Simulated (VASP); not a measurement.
# Ti3Al (Fm-3m) in VASP: notebook, part 2 of 2

VASP 6.6.1. Earlier steps stand in the parts before.

### 3 Single point, PBE, collinear spin (15.85 Å³/atom)

This run uses another cell than the first one, of 15.85 Å³/atom.

Contents of INCAR:

```
PREC = Accurate
ENCUT = 520
EDIFF = 1E-6
ISMEAR = 0
SIGMA = 0.1
LREAL = False
LASPH = True
NELM = 150
ALGO = Normal
ISIF = 2
LWAVE = False
LCHARG = False
ISPIN = 2
MAGMOM = 0.27 0.27 1.13 0
LORBIT = 11
LMAXMIX = 4
GGA = PE
NBANDS = 32
```

Contents of KPOINTS:

```
regular mesh
0
Gamma
  12 12 12
```

Contents of POSCAR:

```
Ti3Al
1.0
    0.0000000000      3.1646599740      3.1646599740
    3.1646599740      0.0000000000      3.1646599740
    3.1646599740      3.1646599740      0.0000000000
Ti Al
3 1
Direct
    0.7500000000      0.7500000000      0.7500000000
    0.2500000000      0.2500000000      0.2500000000
    0.0000000000      0.0000000000      0.0000000000
    0.5000000000      0.5000000000      0.5000000000
```

Potentials or basis: VASP PAW PBE potentials, release 64 (Ti_sv, Al).

Launch:

```bash
> cat potpaw_PBE.64/Ti_sv/POTCAR potpaw_PBE.64/Al/POTCAR > POTCAR
> mpirun -np 1 vasp_std > vasp.out
```

OUTCAR:

```text
PREC = Accurate
   ENCUT = 520
   EDIFF = 1E-6
   ISMEAR = 0
   LREAL = False
   LASPH = True
   NELM = 150
   ISIF = 2
   ISPIN = 2
   LORBIT = 11
   GGA = PE

 ion  position               nearest neighbor table
   1  0.750  0.750  0.750-   4 2.74   4 2.74   4 2.74   3 2.74   4 2.74   3 2.74   3 2.74   3 2.74

   2  0.250  0.250  0.250-   3 2.74   3 2.74   3 2.74   3 2.74   4 2.74   4 2.74   4 2.74   4 2.74

   3  0.000  0.000  0.000-   1 2.74   1 2.74   1 2.74   1 2.74   2 2.74   2 2.74   2 2.74   2 2.74

   4  0.500  0.500  0.500-   2 2.74   2 2.74   2 2.74   1 2.74   2 2.74   1 2.74   1 2.74   1 2.74

  LATTYP: Found a face centered cubic cell.
 ALAT       =     6.3293199480

  Lattice vectors:

 A1 = (   0.0000000000,   3.1646599740,   3.1646599740)
 A2 = (   3.1646599740,   0.0000000000,   3.1646599740)
 A3 = (   3.1646599740,   3.1646599740,   0.0000000000)

Analysis of symmetry for initial positions (statically):
=====================================================================
 Subroutine PRICEL returns:
 Original cell was already a primitive cell.

 Routine SETGRP: Setting up the symmetry group for a
 face centered cubic supercell.

 Subroutine GETGRP returns: Found 48 space group operations
 (whereof 48 operations were pure point group operations)
 out of a pool of 48 trial point group operations.

The static configuration has the point symmetry O_h .

Analysis of symmetry for dynamics (positions and initial velocities):
=====================================================================
 Subroutine PRICEL returns:
 Original cell was already a primitive cell.

 Routine SETGRP: Setting up the symmetry group for a
 face centered cubic supercell.

 Subroutine GETGRP returns: Found 48 space group operations
 (whereof 48 operations were pure point group operations)
 out of a pool of 48 trial point group operations.

The dynamic configuration has the point symmetry O_h .
[... 163 lines left out ...]

  energy without entropy =      -27.79166774  energy(sigma->0) =      -27.80410004

 E-fermi :   8.7271     XC(G=0): -11.5294

 val. band max:        8.7265633889   @ k =  -0.3333   0.2500   0.0833
 cond. band min:       8.7289289238   @ k =   0.5000   0.1667   0.0833
 fundamental gap:      0.0023655348
 Fermi energy:         8.7270696994

 spin component 1

 k-point     1 :       0.0000    0.0000    0.0000
  band No.  band energies     occupation
      1     -47.8957      1.00000
      2     -47.7539      1.00000
      3     -47.6646      1.00000
      4     -24.2495      1.00000
      5     -24.2495      1.00000
      6     -24.2495      1.00000
[... 805 lines left out ...]
     30      13.3738      0.00000
     31      13.6197      0.00000

 [... further k-points ...]

 spin component 2

 k-point     1 :       0.0000    0.0000    0.0000
  band No.  band energies     occupation
      1     -47.6555      1.00000
      2     -47.5929      1.00000
      3     -46.9237      1.00000
      4     -23.9645      1.00000
      5     -23.9645      1.00000
      6     -23.9645      1.00000
[... 805 lines left out ...]
     30      13.6683      0.00000
     31      13.8683      0.00000

 [... further k-points ...]

 [bands above 31 left out]

------------------------ aborting loop because EDIFF is reached ----------------------------------------

  FORCE on cell =-STRESS in cart. coord.  units (eV):
  Direction    XX          YY          ZZ          XY          YZ          ZX
  --------------------------------------------------------------------------------------
  -------------------------------------------------------------------------------------
  Total        2.8429918      2.8429918      2.8429918     -0.0000000      0.0000000      0.0000000
  in kB       71.8579848     71.8579848     71.8579848     -0.0000000      0.0000000      0.0000000
  external PRESSURE =      71.8579848 kB  Pullay stress =       0.0000000 kB

 VOLUME and BASIS-vectors are now :
 -----------------------------------------------------------------------------
  energy-cutoff  :      520.00
  volume of cell :       63.39
      direct lattice vectors                 reciprocal lattice vectors
     0.000000000  3.164659974  3.164659974    -0.157994857  0.157994857  0.157994857
     3.164659974  0.000000000  3.164659974     0.157994857 -0.157994857  0.157994857
     3.164659974  3.164659974  0.000000000     0.157994857  0.157994857 -0.157994857

 POSITION                                       TOTAL-FORCE (eV/Angst)
 -----------------------------------------------------------------------------------
      4.74699      4.74699      4.74699        -0.000000     -0.000000     -0.000000
      1.58233      1.58233      1.58233         0.000000     -0.000000      0.000000
      0.00000      0.00000      0.00000         0.000000      0.000000      0.000000
      3.16466      3.16466      3.16466         0.000000      0.000000      0.000000
 -----------------------------------------------------------------------------------
    total drift:                                0.000000      0.000000      0.000000

  FREE ENERGIE OF THE ION-ELECTRON SYSTEM (eV)
  ---------------------------------------------------
  free  energy   TOTEN  =       -27.8165323440 eV

  energy  without entropy=      -27.7916677406  energy(sigma->0) =      -27.80410004

 total charge

# of ion       s       p       d       tot
------------------------------------------
    1        2.223   6.142   1.947  10.312
    2        2.223   6.142   1.947  10.312
    3        2.263   6.105   2.021  10.389
    4        0.413   0.442   0.000   0.855
--------------------------------------------------
tot          7.121  18.831   5.915  31.867

 magnetization (x)

# of ion       s       p       d       tot
------------------------------------------
    1        0.002   0.031   0.160   0.193
    2        0.002   0.031   0.160   0.193
    3        0.013   0.027   0.891   0.931
    4       -0.006  -0.011   0.000  -0.017
--------------------------------------------------
tot          0.012   0.078   1.211   1.301
```

OSZICAR:

```text
N       E                     dE             d eps       ncg     rms          rms(c)
DAV:   1     0.475145574889E+03    0.47515E+03   -0.18512E+04  9216   0.143E+03
DAV:   2     0.197930678783E+02   -0.45535E+03   -0.44237E+03  9368   0.452E+02
DAV:   3    -0.270999531246E+02   -0.46893E+02   -0.45657E+02 15736   0.128E+02
DAV:   4    -0.311366023514E+02   -0.40366E+01   -0.40017E+01 13048   0.326E+01
DAV:   5    -0.313258092630E+02   -0.18921E+00   -0.18919E+00 12952   0.605E+00    0.166E+01
DAV:   6    -0.276905913672E+02    0.36352E+01   -0.16643E+01 12552   0.301E+01    0.471E+00
DAV:   7    -0.278345337674E+02   -0.14394E+00   -0.11714E+00 12944   0.103E+01    0.355E+00
DAV:   8    -0.278057524316E+02    0.28781E-01   -0.36370E-01 12360   0.685E+00    0.266E+00
DAV:   9    -0.278071165336E+02   -0.13641E-02   -0.20783E-01 11384   0.437E+00    0.100E+00
DAV:  10    -0.278162991663E+02   -0.91826E-02   -0.35868E-02 11712   0.162E+00    0.322E-01
DAV:  11    -0.278162318768E+02    0.67289E-04   -0.34653E-03 12400   0.393E-01    0.196E-01
DAV:  12    -0.278165031906E+02   -0.27131E-03   -0.69620E-04 10856   0.174E-01    0.640E-02
DAV:  13    -0.278165319086E+02   -0.28718E-04   -0.15565E-04 13488   0.841E-02    0.232E-02
DAV:  14    -0.278165323440E+02   -0.43537E-06   -0.98298E-06 10632   0.200E-02
   1 F= -.27816532E+02 E0= -.27804100E+02  d E =-.248646E-01  mag=     1.7042
```

stdout:

```text
POSCAR found type information on POSCAR TiAl
 POSCAR found :  2 types and       4 ions
 scaLAPACK will be used
 LDA part: xc-table for (Slater+PW92), standard interpolation
 POSCAR, INCAR and KPOINTS ok, starting setup
 FFT: planning ... GRIDC
 FFT: planning ... GRID_SOFT
 FFT: planning ... GRID
 WAVECAR not read
 entering main loop
```

Run time: 7.5 min. Hardware: 1 thread of Oxide Virtual Turin-like, shared host; peak memory 0.33 GiB.

What came out:

| Property | Result |
| --- | --- |
| Free energy | -27.8165 eV |
| Pressure | 7.2 GPa |
| Net moment | 1.71 μB per cell |
| Site moments | Ti +0.19, +0.93 (each value once); Al -0.02 μB |
| Valence electrons inside the program's atomic spheres | Ti 10.31, 10.39 (each value once); Al 0.85 |

Caveat: the cell stands under pressure.

### 4 Single point, PBE, collinear spin (16.35 Å³/atom)

This run uses another cell than the first one, of 16.35 Å³/atom.

Contents of INCAR:

```
PREC     = Accurate       # precision mode
ENCUT    = 520            # plane-wave cutoff, eV
EDIFF    = 1E-7           # SCF threshold, eV
ISMEAR   = 0              # smearing method
SIGMA    = 0.1            # smearing width, eV
LREAL    = False          # projectors in reciprocal space
LASPH    = True           # aspherical terms in the spheres
NELM     = 150            # most SCF steps
ALGO     = Normal         # electronic algorithm
ISIF     = 2              # what is computed and relaxed
LWAVE    = False          # write WAVECAR
LCHARG   = False          # write CHGCAR
ISPIN    = 2              # spin polarisation
MAGMOM   = 0.27 0.27 1.13 0 # initial moments
LORBIT   = 11             # projections on sites
LMAXMIX  = 4              # l up to which the mixer works
GGA      = PE             # functional
NBANDS   = 32             # bands
```

Contents of KPOINTS:

```
Automatic mesh
0
Gamma
  12 12 12
```

Contents of POSCAR:

```
Ti3Al
1.0
    0.0000000000      3.1979746324      3.1979746324
    3.1979746324      0.0000000000      3.1979746324
    3.1979746324      3.1979746324      0.0000000000
Ti Al
3 1
Direct
    0.7500000000      0.7500000000      0.7500000000
    0.2500000000      0.2500000000      0.2500000000
    0.0000000000      0.0000000000      0.0000000000
    0.5000000000      0.5000000000      0.5000000000
```

Potentials or basis: VASP PAW PBE potentials, release 64 (Ti_sv, Al).

Launch:

```bash
> cat potpaw_PBE.64/Ti_sv/POTCAR potpaw_PBE.64/Al/POTCAR > POTCAR
> mpirun -np 1 vasp_std > vasp.out
```

OUTCAR:

```text
PREC = Accurate
   ENCUT = 520
   EDIFF = 1E-7
   ISMEAR = 0
   LREAL = False
   LASPH = True
   NELM = 150
   ISIF = 2
   ISPIN = 2
   LORBIT = 11
   GGA = PE

 ion  position               nearest neighbor table
   1  0.750  0.750  0.750-   4 2.77   4 2.77   4 2.77   3 2.77   4 2.77   3 2.77   3 2.77   3 2.77

   2  0.250  0.250  0.250-   3 2.77   3 2.77   3 2.77   3 2.77   4 2.77   4 2.77   4 2.77   4 2.77

   3  0.000  0.000  0.000-   1 2.77   1 2.77   1 2.77   1 2.77   2 2.77   2 2.77   2 2.77   2 2.77

   4  0.500  0.500  0.500-   2 2.77   2 2.77   2 2.77   1 2.77   2 2.77   1 2.77   1 2.77   1 2.77

  LATTYP: Found a face centered cubic cell.
 ALAT       =     6.3959492648

  Lattice vectors:

 A1 = (   0.0000000000,   3.1979746324,   3.1979746324)
 A2 = (   3.1979746324,   0.0000000000,   3.1979746324)
 A3 = (   3.1979746324,   3.1979746324,   0.0000000000)

[... 1837 lines left out ...]

 [... further k-points ...]

 [bands above 31 left out]

------------------------ aborting loop because EDIFF is reached ----------------------------------------

  FORCE on cell =-STRESS in cart. coord.  units (eV):
  Direction    XX          YY          ZZ          XY          YZ          ZX
  --------------------------------------------------------------------------------------
  -------------------------------------------------------------------------------------
  Total        1.3574266      1.3574266      1.3574266      0.0000000      0.0000000      0.0000000
  in kB       33.2484875     33.2484875     33.2484875      0.0000000      0.0000000      0.0000000
  external PRESSURE =      33.2484875 kB  Pullay stress =       0.0000000 kB

 VOLUME and BASIS-vectors are now :
 -----------------------------------------------------------------------------
  energy-cutoff  :      520.00
  volume of cell :       65.41
      direct lattice vectors                 reciprocal lattice vectors
     0.000000000  3.197974632  3.197974632    -0.156348958  0.156348958  0.156348958
     3.197974632  0.000000000  3.197974632     0.156348958 -0.156348958  0.156348958
     3.197974632  3.197974632  0.000000000     0.156348958  0.156348958 -0.156348958

 POSITION                                       TOTAL-FORCE (eV/Angst)
 -----------------------------------------------------------------------------------
      4.79696      4.79696      4.79696         0.000000      0.000000      0.000000
      1.59899      1.59899      1.59899        -0.000000     -0.000000     -0.000000
      0.00000      0.00000      0.00000        -0.000000     -0.000000     -0.000000
      3.19797      3.19797      3.19797        -0.000000     -0.000000     -0.000000
 -----------------------------------------------------------------------------------
    total drift:                                0.000000      0.000000      0.000000

  FREE ENERGIE OF THE ION-ELECTRON SYSTEM (eV)
  ---------------------------------------------------
  free  energy   TOTEN  =       -27.8838482314 eV

  energy  without entropy=      -27.8579755221  energy(sigma->0) =      -27.87091188

 total charge

# of ion       s       p       d       tot
------------------------------------------
    1        2.216   6.134   1.923  10.273
    2        2.216   6.134   1.923  10.273
    3        2.255   6.101   1.995  10.351
    4        0.409   0.429   0.000   0.838
--------------------------------------------------
tot          7.097  18.797   5.841  31.736

 magnetization (x)

# of ion       s       p       d       tot
------------------------------------------
    1        0.003   0.031   0.180   0.214
    2        0.003   0.031   0.180   0.214
    3        0.013   0.029   0.934   0.977
    4       -0.006  -0.012   0.000  -0.019
--------------------------------------------------
tot          0.012   0.079   1.294   1.386
```

OSZICAR:

```text
N       E                     dE             d eps       ncg     rms          rms(c)
DAV:   1     0.473528709976E+03    0.47353E+03   -0.18562E+04  9216   0.142E+03
DAV:   2     0.194161201334E+02   -0.45411E+03   -0.44125E+03  9296   0.451E+02
DAV:   3    -0.272369456312E+02   -0.46653E+02   -0.45428E+02 15872   0.128E+02
DAV:   4    -0.313178386496E+02   -0.40809E+01   -0.40477E+01 12928   0.327E+01
DAV:   5    -0.315086992883E+02   -0.19086E+00   -0.19084E+00 13248   0.604E+00    0.161E+01
DAV:   6    -0.277628043253E+02    0.37459E+01   -0.17453E+01 12632   0.304E+01    0.458E+00
DAV:   7    -0.278938967577E+02   -0.13109E+00   -0.11145E+00 12664   0.934E+00    0.332E+00
DAV:   8    -0.278797090150E+02    0.14188E-01   -0.33513E-01 12360   0.650E+00    0.263E+00
DAV:   9    -0.278748756987E+02    0.48333E-02   -0.21832E-01 11456   0.449E+00    0.964E-01
DAV:  10    -0.278835717280E+02   -0.86960E-02   -0.35136E-02 11488   0.161E+00    0.313E-01
DAV:  11    -0.278835427309E+02    0.28997E-04   -0.36196E-03 12512   0.389E-01    0.191E-01
DAV:  12    -0.278838203527E+02   -0.27762E-03   -0.68589E-04 11400   0.167E-01    0.653E-02
DAV:  13    -0.278838510292E+02   -0.30676E-04   -0.14154E-04 12592   0.813E-02    0.233E-02
DAV:  14    -0.278838509586E+02    0.70557E-07   -0.10282E-05 10936   0.205E-02    0.104E-02
DAV:  15    -0.278838482961E+02    0.26625E-05   -0.40355E-06 10432   0.132E-02    0.298E-03
DAV:  16    -0.278838481324E+02    0.16364E-06   -0.28598E-07 10192   0.369E-03    0.114E-03
DAV:  17    -0.278838482314E+02   -0.98960E-07   -0.43089E-08  5080   0.129E-03
   1 F= -.27883848E+02 E0= -.27870912E+02  d E =-.258727E-01  mag=     1.8333
```

It took 10 min on 1 thread of Oxide Virtual Turin-like, shared host; peak memory 0.35 GiB.

Results:

```yaml
Free_energy: -27.8838 eV
Pressure: 3.3 GPa
Net_moment: 1.83 μB per cell
Site_moments: Ti +0.21, +0.98 (each value once); Al -0.02 μB
Valence_electrons_inside_the_program's_atomic_spheres: Ti 10.27, 10.35 (each value once); Al 0.84
```

Levels at points of the mesh, in eV from the Fermi level:
Spin up:
| k point | band 19 | band 20 | band 21 | band 22 | band 23 | band 24 |
| --- | --- | --- | --- | --- | --- | --- |
| (0.00, 0.00, 0.00) | -0.35 | -0.35 | -0.35 | 2.21 | 2.21 | 2.21 |
| (0.50, 0.00, 0.00) | -0.62 | -0.17 | -0.17 | 0.68 | 0.93 | 0.93 |
| (0.50, 0.50, 0.00) | -0.42 | -0.42 | -0.17 | 1.00 | 1.05 | 1.05 |
Spin down:
```csv
k point,band 16,band 17,band 18,band 19,band 20,band 21,band 22,band 23
"(0.00, 0.00, 0.00)",-1.61,-1.59,-1.59,0.55,0.55,0.55,2.44,2.44
"(0.50, 0.00, 0.00)",-1.81,0.02,0.07,0.07,0.09,0.09,1.00,1.15
"(0.50, 0.50, 0.00)",-1.69,-0.54,-0.54,-0.09,0.31,0.31,1.46,1.48
```

Caveat: the cell stands under pressure.

### 5 Summary

```csv
cell,gap on the mesh (eV),pressure (GPa),moment (μB)
"a = 4.716 Å, angles 60.0°, 4 atoms",none,-8.6,2.33
"a = 4.476 Å, angles 60.0°, 4 atoms",none,7.2,1.71
"a = 4.523 Å, angles 60.0°, 4 atoms",none,3.3,1.83
```

Alike in all rows: task single point; level PBE; potentials or basis VASP PAW PBE potentials, release 64 (Ti_sv, Al); spin collinear; k mesh 12 × 12 × 12; cutoff (eV) 520; smearing gaussian 0.1 eV.

Caveats: the cell stands under pressure (at least some runs); the cell stands under tension (at least some runs).

Total energies depend on the potentials used, so only differences within one code and one set of settings carry meaning.
